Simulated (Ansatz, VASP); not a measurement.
# One calculation of NaF, two programs

The input POSCAR:

```
NaF
1.0
    2.7934851994      0.0000000000      0.0000000000
    0.0000000000      2.7934851994      0.0000000000
    0.0000000000      0.0000000000      2.7934851994
Na F
1 1
Direct
    0.0000000000      0.0000000000      0.0000000000
    0.5000000000      0.5000000000      0.5000000000
```

File INCAR.step1:

```
ALGO = Normal
EDIFF = 1E-5
ENCUT = 520
GGA = PE
ISIF = 2
ISMEAR = 0
LASPH = True
LCHARG = False
LREAL = False
LWAVE = True
NBANDS = 14
NELM = 100
PREC = Accurate
SIGMA = 0.01
```

Contents of INCAR.step2:

```
AEXX = 0.1
ALGO = Normal
EDIFF = 1E-6
ENCUT = 520
GGA = PE
HFSCREEN = 0.5
ISIF = 2
ISMEAR = 0
ISTART = 1
LASPH = True
LCHARG = False
LHFCALC = True
LREAL = False
LWAVE = False
NBANDS = 14
NELM = 100
PREC = Accurate
PRECFOCK = Normal
SIGMA = 0.01
```

The input KPOINTS:

```
k-points
0
Gamma
  4 4 4
```

Input for Ansatz:

```yaml
crystal:
  lattice:
    - [2.7934851994, 0.0, 0.0]
    - [0.0, 2.7934851994, 0.0]
    - [0.0, 0.0, 2.7934851994]
  atoms:
    - { symbol: Na, position: [0.0, 0.0, 0.0] }
    - { symbol: F, position: [0.5, 0.5, 0.5] }
kpoints:
  mp_grid: { grid: [4, 4, 4] }
hamiltonian:
  xc: { exchange: pbe, correlation: pbe, exx: { coeff: 0.1, omega: 0.5 } }
scf:
  occupations: { method: fixed }
  n_extra_bands: 4
output:
  forces: true
  stress: true
  eigenvalues: true
```

Alike in both runs: task single point; functional PBE-based screened hybrid; k mesh 4 × 4 × 4; no spin polarisation.

|  | VASP | Ansatz |
| --- | --- | --- |
| version | VASP 6.6.1 | Ansatz 0.2.0 |
| potentials or method | VASP PAW PBE potentials, release 64 (Na_pv, F) | plane waves |
| plane-wave cutoff (eV) | 520 | 420 |
| occupations | gaussian, width 0.01 eV | fixed |
| valence electrons in the cell | 14 | 16 |

Ansatz gave:

```
gap on the k mesh at the Fermi level (eV) : 6.69
pressure (GPa)                            : 3.4
```

Problem. Which values does VASP return?

Solution. gap on the k mesh at the Fermi level (eV): 6.66; pressure (GPa): 3.4.

VASP's potentials were made for PBE, not for PBE-based screened hybrid. VASP's potentials hold 14 valence electrons a cell and Ansatz's 16, so a difference there can come from the potentials and not from the codes. Ansatz's warnings: stress exchange threshold loose, stress scf threshold loose.

The k mesh is coarse, so the values compare programs but aren't converged.
